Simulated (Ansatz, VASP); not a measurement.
## Zr3O: VASP beside Ansatz

```xyz
8
Lattice="5.6510 0.0000 0.0000 -2.8255 4.8939 0.0000 0.0000 0.0000 5.1948" Properties=species:S:1:pos:R:3 pbc="T T T"
Zr   -1.8653    3.2307    2.5974
Zr   -0.9602    1.6631    0.0000
Zr    1.8653    3.2307    0.0000
Zr    3.7305    0.0000    2.5974
Zr    0.9602    1.6631    2.5974
Zr    1.9204    0.0000    0.0000
O     2.8255    1.6313    3.8961
O     0.0000    3.2626    1.2987
```

Alike in both runs: functional r2SCAN; k mesh 6 × 6 × 8; occupations gaussian, width 0.1 eV; no spin polarisation.

Ansatz relaxed the structure, and its values are those at the end. VASP's run is a single point on that final structure, the one shown.

|  | VASP | Ansatz |
| --- | --- | --- |
| version | VASP 6.6.1 | Ansatz 0.2.0 |
| potentials or method | VASP PAW PBE potentials, release 64 (Zr_sv, O), cutoff 520 eV | scalar-relativistic, plane waves, PAW |
| valence electrons in the cell | 84 | 84 |

|  | VASP | Ansatz | Ansatz less VASP |
| --- | --- | --- | --- |
| gap on the k mesh at the Fermi level (eV) | none | none | - |
| pressure (GPa) | 0.1 | 0.0 | -0.09 |
| rms of the force components (eV/Å) | 0.006 | 0.000 | -0.0060 |

VASP's potentials were made for PBE, not for r2SCAN. A gap of «none» marks a metal or a gap that the smearing closes. The functional is the same, so the differences come from potentials, cutoffs and numerics.
